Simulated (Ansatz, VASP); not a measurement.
## F in VASP and in Ansatz

```
CELL_PARAMETERS angstrom
3.32091 -1.95381 0.00806
3.32091 1.95381 0.00806
-1.83247 0.00000 8.70564
ATOMIC_POSITIONS crystal
F 0.02128 0.53541 0.08141
F 0.46459 0.97872 0.41859
F 0.97872 0.46459 0.91859
F 0.53541 0.02128 0.58141
```

Alike in both runs: task single point; functional revPBE; k mesh 9 × 9 × 4; occupations fermi-dirac, width 0.05 eV; no spin polarisation.

|  | VASP | Ansatz |
| --- | --- | --- |
| version | VASP 6.6.1 | Ansatz 0.2.0 |
| potentials or method | VASP PAW PBE potentials, release 64 (F), cutoff 520 eV | plane waves (420 eV) with PAW, scalar-relativistic |
| valence electrons in the cell | 28 | 28 |

```csv
,VASP,Ansatz,Ansatz less VASP
gap on the k mesh at the Fermi level (eV),3.16,3.22,+0.059
```

VASP's potentials were made for PBE, not for revPBE. The functional is the same, so the differences come from potentials, cutoffs and numerics. Ansatz's warnings: xc potential rough in thin density.
